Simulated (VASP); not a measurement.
# Mg7CdO8 in VASP: single point with PBEsol

Aim: the single point of Mg7CdO8 with PBEsol.

All numbers are computed with VASP 6.6.1; they aren't measurements. Logs are shortened: lines on timing, memory, paths and dates and some standing lists are left out, and cuts for length are marked.

### Step 1. The cell of the first run

The typed cell holds 64 atoms: a = 8.583 Å, b = 8.583 Å, c = 8.583 Å, α = 90.00°, β = 90.00°, γ = 90.00°.

### Step 2. Single point, PBEsol

The input, INCAR:

```
SYSTEM = Mg7CdO8
ALGO = Normal ; EDIFF = 1E-7
ENCUT = 520 ; GGA = PS
ISIF = 2 ; ISMEAR = -1
ISYM = 0 ; LASPH = .True.
LCHARG = .False. ; LREAL = Auto
LWAVE = .False. ; NBANDS = 186
NELM = 60 ; PREC = Accurate
SIGMA = 0.05
```

The input, KPOINTS:

```
Automatic mesh
0
Gamma
  1 1 1
  0.25 0.25 0.25
```

The input, POSCAR:

```
Mg7CdO8
1.0
    8.5826623416      0.0000000000      0.0000000000
    0.0000000000      8.5826623416      0.0000000000
    0.0000000000      0.0000000000      8.5826623416
O Cd Mg
32 4 28
Direct
    0.2649470000      0.9848860000      0.9847910000
    0.2514720000      0.9989590000      0.5112470000
    0.2515130000      0.5113370000      0.9988880000
    0.2505910000      0.5018640000      0.5017950000
    0.7386790000      0.9985900000      0.9985250000
    0.7484540000      0.9996910000      0.5016360000
    0.7484680000      0.5016960000      0.9996330000
    0.7500950000      0.5000850000      0.5000260000
    0.9851680000      0.2646840000      0.9847960000
    0.9992260000      0.2512170000      0.5112510000
    0.9988790000      0.7384050000      0.9985450000
    0.9999620000      0.7481690000      0.5016410000
    0.5116140000      0.2512280000      0.9988760000
    0.5021420000      0.2503110000      0.5017950000
    0.5019810000      0.7481810000      0.9996270000
    0.5003720000      0.7498100000      0.5000310000
    0.9851420000      0.9848740000      0.2646090000
    0.9988820000      0.9986050000      0.7383270000
    0.9992530000      0.5113280000      0.2511300000
    0.9999820000      0.5016930000      0.7481220000
    0.5115960000      0.9989720000      0.2511280000
    0.5019830000      0.9996900000      0.7481120000
    0.5021480000      0.5018640000      0.2502450000
    0.5003780000      0.5000930000      0.7497450000
    0.2656780000      0.2654220000      0.2653050000
    0.2512350000      0.2509370000      0.7386330000
    0.2512210000      0.7387190000      0.2508790000
    0.2505170000      0.7481440000      0.7480740000
    0.7389920000      0.2509280000      0.2508750000
    0.7484290000      0.2502370000      0.7480800000
    0.7484140000      0.7481390000      0.2501800000
    0.7499880000      0.7496960000      0.7496420000
    0.9985940000      0.9983230000      0.9982500000
    0.2516900000      0.2514080000      0.9986170000
    0.2516660000      0.9987070000      0.2513170000
    0.9989780000      0.2513930000      0.2513290000
    0.9976100000      0.9973280000      0.5036530000
    0.9976180000      0.5037330000      0.9972670000
    0.9999810000      0.5020850000      0.5020250000
    0.5040000000      0.9973440000      0.9972640000
    0.5023600000      0.9996940000      0.5020160000
    0.5023730000      0.5020920000      0.9996290000
    0.5007180000      0.5004430000      0.5003660000
    0.2528760000      0.2525990000      0.5038980000
    0.2527610000      0.7460580000      0.9973230000
    0.2505440000      0.7479040000      0.5019970000
    0.7463330000      0.2524840000      0.9973150000
    0.7481780000      0.2502590000      0.5020010000
    0.7480450000      0.7477700000      0.9995140000
    0.7497630000      0.7494900000      0.5002980000
    0.2527530000      0.9973980000      0.7459810000
    0.2528530000      0.5039730000      0.2525030000
    0.2505600000      0.5020720000      0.7478260000
    0.7463280000      0.9973870000      0.2524000000
    0.7480540000      0.9995700000      0.7477050000
    0.7481830000      0.5020670000      0.2502090000
    0.7497800000      0.5003660000      0.7494190000
    0.9976760000      0.2524630000      0.7459770000
    0.9976660000      0.7460610000      0.2524150000
    0.9998580000      0.7477710000      0.7477080000
    0.5042550000      0.2525990000      0.2525250000
    0.5023570000      0.2502740000      0.7478240000
    0.5023370000      0.7479020000      0.2502050000
    0.5006430000      0.7494950000      0.7494230000
```

Potentials or basis: VASP PAW PBE potentials, release 64 (O, Cd, Mg).

On the command line:

```bash
> cat potpaw_PBE.64/O/POTCAR potpaw_PBE.64/Cd/POTCAR potpaw_PBE.64/Mg/POTCAR > POTCAR
> mpirun -np 1 vasp_std > vasp.out
```

OUTCAR:

```text
SYSTEM = Mg7CdO8
   EDIFF = 1E-7
   ENCUT = 520
   GGA = PS
   ISIF = 2
   ISMEAR = -1
   ISYM = 0
   LASPH = .True.
   LREAL = Auto
   NELM = 60
   PREC = Accurate

 ion  position               nearest neighbor table
   1  0.265  0.985  0.985-  51 2.06  45 2.06  40 2.06  33 2.29  34 2.29  35 2.29
   2  0.251  0.999  0.511-  51 2.01  41 2.15  46 2.16  44 2.18  37 2.18  35 2.23
   3  0.252  0.511  0.999-  45 2.01  42 2.15  53 2.16  52 2.18  38 2.18  34 2.23
   4  0.251  0.502  0.502-  53 2.11  46 2.11  44 2.14  52 2.14  43 2.15  39 2.15
   5  0.739  0.999  0.999-  40 2.01  49 2.15  55 2.15  54 2.18  47 2.18  33 2.23
   6  0.748  1.000  0.502-  55 2.11  41 2.11  37 2.14  54 2.14  50 2.15  48 2.15
[... 76 lines left out ...]
  58  0.998  0.252  0.746-  10 2.01   9 2.06  20 2.14  30 2.14  26 2.18  18 2.18  48 3.00  39 3.00
                            57 3.01  44 3.02  37 3.02  53 3.05  55 3.05  38 3.05  47 3.05  33 3.07
  59  0.998  0.746  0.252-  19 2.01  17 2.06  12 2.14  31 2.14  27 2.18  11 2.18  56 3.00  39 3.00
                            50 3.01  52 3.02  38 3.02  46 3.05  37 3.05  49 3.05  54 3.05  33 3.07
  60  1.000  0.748  0.748-  12 2.11  20 2.11  32 2.14  28 2.15  18 2.15  11 2.15  39 2.98  38 3.00
                            37 3.00  46 3.01  53 3.01  57 3.02  50 3.02  33 3.04  45 3.05  51 3.05
  61  0.504  0.253  0.253-  29 2.01  25 2.05  23 2.14  14 2.14  21 2.18  13 2.18  56 2.99  48 2.99
                            43 3.01  54 3.02  47 3.02  42 3.05  41 3.05  44 3.05  52 3.05  34 3.07
  62  0.502  0.250  0.748-  14 2.11  30 2.11  24 2.14  22 2.15  13 2.16  26 2.16  48 2.98  44 2.99
                            47 3.00  41 3.01  55 3.01  57 3.02  43 3.02  34 3.04  40 3.05  51 3.05
  63  0.502  0.748  0.250-  23 2.11  31 2.11  16 2.14  15 2.15  21 2.16  27 2.16  56 2.98  52 2.99
                            54 3.00  42 3.01  49 3.01  50 3.02  43 3.02  35 3.04  40 3.05  45 3.05
  64  0.501  0.749  0.749-  32 2.14  16 2.14  24 2.14  28 2.15  22 2.15  15 2.15  40 3.01  45 3.01
                            51 3.01  55 3.02  49 3.02  53 3.02  46 3.02  41 3.02  42 3.02  43 3.02

IMPORTANT INFORMATION: All symmetrisations will be switched off!
NOSYMM: (Re-)initialisation of all symmetry stuff for point group C_1.

----------------------------------------------------------------------------------------

                                     Primitive cell

  volume of cell :     632.2169

  direct lattice vectors                    reciprocal lattice vectors
     8.582662342  0.000000000  0.000000000     0.116513963  0.000000000  0.000000000
     0.000000000  8.582662342  0.000000000     0.000000000  0.116513963  0.000000000
     0.000000000  0.000000000  8.582662342     0.000000000  0.000000000  0.116513963

  length of vectors
     8.582662342  8.582662342  8.582662342     0.116513963  0.116513963  0.116513963

  position of ions in fractional coordinates (direct lattice)
     0.264947000  0.984886000  0.984791000
     0.251472000  0.998959000  0.511247000
     0.251513000  0.511337000  0.998888000
     0.250591000  0.501864000  0.501795000
     0.738679000  0.998590000  0.998525000
     0.748454000  0.999691000  0.501636000
[... 56 lines left out ...]
     0.502337000  0.747902000  0.250205000
     0.500643000  0.749495000  0.749423000

  ion indices of the primitive-cell ions
   primitive index   ion index
                 1           1
                 2           2
                 3           3
                 4           4
                 5           5
                 6           6
[... 56 lines left out ...]
                63          63
                64          64

----------------------------------------------------------------------------------------

 KPOINTS: Automatic mesh

Automatic generation of k-mesh.
 Grid dimensions read from file:
 generate k-points for:    1    1    1

 Generating k-lattice:

  Cartesian coordinates                     Fractional coordinates (reciprocal lattice)
     0.116513963  0.000000000  0.000000000     1.000000000  0.000000000  0.000000000
     0.000000000  0.116513963  0.000000000     0.000000000  1.000000000  0.000000000
     0.000000000  0.000000000  0.116513963     0.000000000  0.000000000  1.000000000

  Length of vectors
     0.116513963  0.116513963  0.116513963

  Shift w.r.t. Gamma in fractional coordinates (k-lattice)
     0.250000000  0.250000000  0.250000000

 Subroutine IBZKPT returns following result:
 ===========================================

 Found      4 irreducible k-points:

 Following reciprocal coordinates:
            Coordinates               Weight
  0.250000  0.250000  0.250000      2.000000
 -0.250000  0.250000  0.250000      2.000000
 -0.250000 -0.250000  0.250000      2.000000
  0.250000 -0.250000  0.250000      2.000000
   k-points           NKPTS =      4   k-points in BZ     NKDIM =      4   number of bands    NBANDS=    186
   number of dos      NEDOS =    301   number of ions     NIONS =     64
   total plane-waves  NPLWV = 262144
   dimension x,y,z NGX =    64 NGY =   64 NGZ =   64
   dimension x,y,z NGXF=   128 NGYF=  128 NGZF=  128
   ions per type =              32   4  28
   NGX,Y,Z   is equivalent  to a cutoff of  12.40, 12.40, 12.40 a.u.
   NGXF,Y,Z  is equivalent  to a cutoff of  24.79, 24.79, 24.79 a.u.
 SYSTEM =  Mg7CdO8
   PREC   = accura    normal or accurate (medium, high low for compatibility)
   ISTART =      0    job   : 0-new  1-cont  2-samecut
   ICHARG =      2    charge: 1-file 2-atom 10-const
   ISPIN  =      1    spin polarized calculation?
   LNONCOLLINEAR =      F non collinear calculations
   LSORBIT =      F    spin-orbit coupling
   LASPH  =      T    aspherical Exc in radial PAW
   ENCUT  =  520.0 eV  38.22 Ry    6.18 a.u.  15.96 15.96 15.96*2*pi/ulx,y,z
   NELM   =     60;   NELMIN=  2; NELMDL= -5     # of ELM steps
   EDIFF  = 0.1E-06   stopping-criterion for ELM
   LREAL  =      T    real-space projection
   EDIFFG = 0.1E-05   stopping-criterion for IOM
   NSW    =      0    number of steps for IOM
   IBRION =     -1    ionic relax: 0-MD 1-quasi-New 2-CG
   NFREE  =      0    steps in history (QN), initial steepest desc. (CG)
   ISIF   =      2    stress and relaxation
   ISYM   =      0    0-nonsym 1-usesym 2-fastsym
   POTIM  = 0.5000    time-step for ionic-motion
   TEBEG  =    0.0;   TEEND  =   0.0 temperature during run
   PSTRESS=    0.0 pullay stress
   NELECT =     296.0000    total number of electrons
   NUPDOWN=      -1.0000    fix difference up-down
   EMIN   =  10.00;   EMAX   =-10.00  energy-range for DOS
   EFERMI =   0.00;   METHOD = LEGACY
   ISMEAR =    -1;   SIGMA  =   0.05  broadening in eV -4-tet -1-fermi 0-gaus
   EFERMI_NEDOS =   21; number of points for ismear=-14 and -15
   IALGO  =     38    algorithm
   IMIX   =      4    mixing-type and parameters
     AMIX     =   0.40;   BMIX     =  1.00
     AMIX_MAG =   1.60;   BMIX_MAG =  1.00
  volume/ion in A,a.u.               =       9.88        66.66
  Fermi-wavevector in a.u.,A,eV,Ry     =   1.271208  2.402235 21.986613  1.615970
  Thomas-Fermi vector in A             =   2.404154
   LORBIT       =      0    0 simple, 1 ext, 2 COOP (PROOUT), +10 PAW based schemes
   GGA     = PS    functional components
   LHFCALC =     F    Hartree Fock is set to
   AEXX    =    0.0000 exact exchange contribution
   IVDW    =     0    specifies the selected vdW correction
   LEPSILON=     F    determine dielectric tensor
   LRPA    =     F    only Hartree local field effects (RPA)
 non-spin polarized calculation
  energy-cutoff  :      520.00
  volume of cell :      632.22
 maximum number of plane-waves:     17022
   NGX = 31   NGY = 31   NGZ = 31

 number of electron     295.9999875 magnetization

 Free energy of the ion-electron system (eV)
  ---------------------------------------------------
  ext. energy  EPLUGINS =         0.00000000
  ---------------------------------------------------
  free energy    TOTEN  =      -381.85728916 eV

  energy without entropy =     -381.85728916  energy(sigma->0) =     -381.85728916

 E-fermi :   4.1299     XC(G=0): -11.3717

 val. band max:        2.8906809664   @ k =  -0.2500   0.2500   0.2500
 cond. band min:       6.7116634365   @ k =   0.2500  -0.2500   0.2500
 fundamental gap:      3.8209824701
 Fermi energy:         4.1298525712

 k-point     1 :       0.2500    0.2500    0.2500
  band No.  band energies     occupation
      1     -14.2408      2.00000
      2     -13.9041      2.00000
      3     -13.9008      2.00000
      4     -13.9005      2.00000
      5     -13.6446      2.00000
      6     -13.6087      2.00000
[... 152 lines left out ...]
    159      10.4616      0.00000
    160      10.5551      0.00000

 k-point     2 :      -0.2500    0.2500    0.2500
  band No.  band energies     occupation
      1     -14.2407      2.00000
      2     -13.9054      2.00000
      3     -13.9007      2.00000
      4     -13.8996      2.00000
      5     -13.6448      2.00000
      6     -13.6084      2.00000
[... 152 lines left out ...]
    159      10.4608      0.00000
    160      10.5530      0.00000

 k-point     3 :      -0.2500   -0.2500    0.2500
  band No.  band energies     occupation
      1     -14.2407      2.00000
      2     -13.9055      2.00000
      3     -13.9005      2.00000
      4     -13.8996      2.00000
      5     -13.6448      2.00000
      6     -13.6084      2.00000
[... 152 lines left out ...]
    159      10.4611      0.00000
    160      10.5530      0.00000

 k-point     4 :       0.2500   -0.2500    0.2500
  band No.  band energies     occupation
      1     -14.2407      2.00000
      2     -13.9052      2.00000
      3     -13.9008      2.00000
      4     -13.8997      2.00000
      5     -13.6447      2.00000
      6     -13.6085      2.00000
[... 152 lines left out ...]
    159      10.4607      0.00000
    160      10.5531      0.00000
 [bands above 160 left out]

------------------------ aborting loop because EDIFF is reached ----------------------------------------

  FORCE on cell =-STRESS in cart. coord.  units (eV):
  Direction    XX          YY          ZZ          XY          YZ          ZX
  --------------------------------------------------------------------------------------
  -------------------------------------------------------------------------------------
  Total       -0.3220431     -0.3182950     -0.3225933      0.0493573      0.0399780      0.0414854
  in kB       -0.8161285     -0.8066299     -0.8175227      0.1250823      0.1013130      0.1051332
  external PRESSURE =      -0.8134271 kB  Pullay stress =       0.0000000 kB

 VOLUME and BASIS-vectors are now :
 -----------------------------------------------------------------------------
  energy-cutoff  :      520.00
  volume of cell :      632.22
      direct lattice vectors                 reciprocal lattice vectors
     8.582662342  0.000000000  0.000000000     0.116513963  0.000000000  0.000000000
     0.000000000  8.582662342  0.000000000     0.000000000  0.116513963  0.000000000
     0.000000000  0.000000000  8.582662342     0.000000000  0.000000000  0.116513963

 POSITION                                       TOTAL-FORCE (eV/Angst)
 -----------------------------------------------------------------------------------
      2.27395      8.45294      8.45213         0.105645     -0.077941     -0.075788
      2.15830      8.57373      4.38786        -0.008179     -0.009209      0.091049
      2.15865      4.38863      8.57312        -0.010869      0.090453     -0.009246
      2.15074      4.30733      4.30674        -0.004306     -0.006545     -0.006806
      6.33983      8.57056      8.57000        -0.092456      0.010103      0.010319
      6.42373      8.58001      4.30537         0.006791      0.000978     -0.009204
[... 56 lines left out ...]
      4.31139      6.41899      2.14743         0.005837     -0.006492     -0.000346
      4.29685      6.43266      6.43204         0.001276     -0.001228     -0.001055
 -----------------------------------------------------------------------------------
    total drift:                               -0.033854      0.005703      0.016939

  FREE ENERGIE OF THE ION-ELECTRON SYSTEM (eV)
  ---------------------------------------------------
  free  energy   TOTEN  =      -381.8572891580 eV

  energy  without entropy=     -381.8572891579  energy(sigma->0) =     -381.85728916
```

It took 22 min on 1 thread of Intel Xeon 6975P-C (Granite Rapids), shared host; peak memory 0.73 GiB.

Results:

- Free energy: -381.8573 eV
- Pressure: -0.1 GPa
- Largest force: 0.152 eV/Å
- Band gap on the k mesh: 3.82 eV, direct

Forces in eV/Å, atoms in the order of the input:
```
O    0.106 -0.078 -0.076
O   -0.008 -0.009  0.091
O   -0.011  0.090 -0.009
O   -0.004 -0.007 -0.007
O   -0.092  0.010  0.010
O    0.007  0.001 -0.009
O    0.006 -0.008  0.001
O    0.003 -0.001 -0.001
O   -0.077  0.103 -0.075
O   -0.009 -0.011  0.092
O    0.008 -0.090  0.010
O    0.001  0.007 -0.009
O    0.090 -0.010 -0.009
O   -0.006 -0.005 -0.007
O   -0.009  0.007  0.002
O   -0.003  0.006 -0.001
O   -0.076 -0.076  0.104
O    0.009  0.009 -0.091
O   -0.011  0.091 -0.010
O    0.000 -0.007  0.006
O    0.090 -0.010 -0.009
O   -0.009  0.002  0.006
O   -0.007 -0.007 -0.004
O   -0.003 -0.001  0.005
O    0.052  0.051  0.056
O    0.008  0.010 -0.095
O    0.009 -0.095  0.010
O   -0.003  0.009  0.009
O   -0.095  0.010  0.010
O    0.009 -0.003  0.008
O    0.009  0.010 -0.003
O    0.000  0.002  0.002
Cd   0.009  0.008  0.008
Cd  -0.008 -0.008  0.009
Cd  -0.007  0.010 -0.008
Cd   0.010 -0.007 -0.009
Mg  -0.003 -0.003  0.010
Mg  -0.003  0.009 -0.004
Mg   0.002  0.004  0.004
Mg   0.011 -0.003 -0.004
Mg   0.005  0.002  0.004
Mg   0.004  0.004  0.002
Mg   0.000 -0.002 -0.002
Mg   0.007  0.007  0.009
Mg   0.003 -0.010 -0.007
Mg   0.001 -0.007  0.006
Mg  -0.010  0.002 -0.007
Mg  -0.006  0.001  0.006
Mg  -0.003 -0.004  0.001
Mg   0.001 -0.001 -0.001
Mg   0.003 -0.007 -0.011
Mg   0.009  0.010  0.008
Mg   0.001  0.005 -0.006
Mg  -0.011 -0.007  0.003
Mg  -0.004  0.001 -0.004
Mg  -0.007  0.006  0.000
Mg   0.001 -0.001 -0.001
Mg  -0.006  0.003 -0.011
Mg  -0.006 -0.012  0.002
Mg   0.002 -0.003 -0.003
Mg   0.010  0.007  0.006
Mg   0.005  0.000 -0.006
Mg   0.006 -0.006  0.000
Mg   0.001 -0.001 -0.001
```

Caveat: the k points lie up to 0.73 Å⁻¹ apart; the PAW data sets were made with another functional, which shifts forces and pressure a little. A k mesh can miss the band edges.
